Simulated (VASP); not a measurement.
Wanted: the native input for a VASP 6.6.1 run.

| Quantity | Value |
| --- | --- |
| Task | single point |
| Functional | PBE |
| Potentials or basis | VASP PAW PBE potentials, release 64 (Ti_sv, Al, N) |
| Cutoff | 600 eV |
| k mesh | 12 × 12 × 4 |
| Occupations | gaussian, width 0.1 eV |
| Spin | no spin polarisation |
| Dipole correction | no |
| Further INCAR settings | ALGO = Normal; EDIFF = 1e-06; NBANDS = 45 |

The structure of TiAl2N3 lies in POSCAR:

```
TiAl2N3
1.0
    3.1641516956      0.0000000000      0.0000000000
   -1.5820758478      2.7402357498      0.0000000000
    0.0000000000      0.0000000000     15.5656071370
Ti Al N
2 4 6
Direct
    0.6666666667      0.3333333333      0.8338146542
    0.3333333333      0.6666666667      0.3338146542
    0.6666666667      0.3333333333      0.1629923696
    0.6666666667      0.3333333333      0.5029079688
    0.3333333333      0.6666666667      0.6629923696
    0.3333333333      0.6666666667      0.0029079688
    0.6666666667      0.3333333333      0.2865887090
    0.6666666667      0.3333333333      0.6270050466
    0.6666666667      0.3333333333      0.9666912519
    0.3333333333      0.6666666667      0.1270050466
    0.3333333333      0.6666666667      0.4666912519
    0.3333333333      0.6666666667      0.7865887090
```

One way to write it, as run:

INCAR

```
SYSTEM = TiAl2N3
PREC = Accurate ; ENCUT = 600
EDIFF = 1E-6 ; ISMEAR = 0
SIGMA = 0.1 ; LREAL = .FALSE.
LASPH = .TRUE. ; NELM = 120
ALGO = Normal ; ISIF = 2
LWAVE = .FALSE. ; LCHARG = .FALSE.
GGA = PE ; NBANDS = 45
GGA_COMPAT = .FALSE.
```

KPOINTS

```
regular mesh
0
G
  12 12 4
  0 0 0
```

Potentials or basis: VASP PAW PBE potentials, release 64 (Ti_sv, Al, N).

Run with:

```console
$ cat potpaw_PBE.64/Ti_sv/POTCAR potpaw_PBE.64/Al/POTCAR potpaw_PBE.64/N/POTCAR > POTCAR
$ mpirun -np 1 vasp_std > vasp.out
```

It gave:

The pressure is -0.2 GPa, the largest force is 0.036 eV/Å and the band gap on the k mesh is zero (bands 33 and 34 overlap by 1.54 eV).

It took 20 min on 1 thread of Oxide Virtual Turin-like Processor (shared host), peak memory 0.49 GiB.
